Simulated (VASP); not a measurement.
A run of VASP 6.6.1:

INCAR

```
PREC = Accurate ; ENCUT = 520
EDIFF = 1E-6 ; ISMEAR = 0
SIGMA = 0.1 ; LREAL = F
LASPH = T ; NELM = 150
ALGO = Normal ; ISIF = 2
LWAVE = F ; LCHARG = F
ISPIN = 2 ; MAGMOM = -7 -1 0 0
LORBIT = 11 ; LMAXMIX = 6
GGA = PE ; NBANDS = 34
```

The input KPOINTS:

```
regular mesh
0
Gamma
  4 4 4
```

The input POSCAR:

```
GdTiF2
1.0
    3.7308389275      0.0000000000      0.0000000000
    0.0000000000      3.7308389275      0.0000000000
    0.0000000000      0.0000000000      5.1892101027
Gd Ti F
1 1 2
Direct
    0.5000000000      0.5000000000      0.0000000000
    0.0000000000      0.0000000000      0.5000000000
    0.5000000000      0.0000000000      0.6573565895
    0.0000000000      0.5000000000      0.3426434105
```

Potentials or basis: VASP PAW PBE potentials, release 64 (Gd, Ti_sv, F).

The run is started by

```sh
$ cat potpaw_PBE.64/Gd/POTCAR potpaw_PBE.64/Ti_sv/POTCAR potpaw_PBE.64/F/POTCAR > POTCAR
$ mpirun -np 1 vasp_std > vasp.out
```

Hardware: 1 thread of Oxide Virtual Turin-like Processor (shared host).

Q: Estimate the wall time of this run.

A: Run time: 6.2 min on 1 thread of Oxide Virtual Turin-like Processor (shared host), peak memory 0.23 GiB. Counts: scf iterations 46, k points 18.
